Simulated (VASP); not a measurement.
## Mg: single point with PBEsol

The system is Mg.

```
Mg
1.0
     3.20927    0.00000    0.00000
    -1.60464    2.77931    0.00000
     0.00000    0.00000    5.21033
Mg
2
Direct
  0.27101 0.66667 0.21161
  0.66667 0.33333 0.75000
```

This cell differs from its parent crystal: atom 1 (Mg) moved by (-0.200, -0.200) A along x and z.

```yaml
Program: VASP 6.6.1
Task: single point
Functional: PBEsol
Potentials_or_basis: VASP PAW PBE potentials, release 64 (Mg)
Cutoff: 520 eV
k_mesh: 18 × 18 × 10
Occupations: gaussian, width 0.15 eV
Spin: no spin polarisation
```

```json
{"Pressure": "-0.6 GPa", "Largest force": "0.562 eV/Å", "Band gap on the k mesh": "zero (bands 2 and 3 overlap by 2.26 eV)"}
```

Forces on the atoms (eV/Å):
```
Mg   0.148  0.031  0.541
Mg  -0.148 -0.031 -0.541
```

Stress tensor (GPa, compression positive):
```
-0.85  0.58  0.50
 0.58 -0.80  0.11
 0.50  0.11 -0.02
```

Levels at points of the mesh, in eV from the Fermi level:
```csv
k point,band 1,band 2,band 3,band 4,band 5
"(0.00, 0.00, 0.00)",-6.89,-1.63,-1.24,10.81,10.83
"(0.50, 0.00, 0.00)",-2.15,-2.14,2.76,2.94,3.39
"(0.00, 0.50, 0.00)",-2.14,-2.14,2.67,3.05,3.25
"(0.50, 0.50, 0.00)",-2.14,-2.13,2.61,3.13,3.13
"(0.00, 0.00, 0.50)",-5.78,-5.20,4.91,5.09,11.44
"(0.50, 0.00, 0.50)",-1.24,-1.21,-0.30,-0.29,7.62
"(0.00, 0.50, 0.50)",-1.22,-1.18,-0.33,-0.32,7.61
"(0.50, 0.50, 0.50)",-1.20,-1.15,-0.37,-0.35,7.61
```

Wall time 2.1 min on 1 thread of Intel(R) Xeon(R) 6975P-C (Granite Rapids), on a shared host, peak memory 0.7 GiB.

Caveat: the cell differs from its parent crystal (atom 1 (Mg) moved by (-0.200, -0.200) A along x and z); the PAW data sets were made with another functional, which shifts forces and pressure a little.
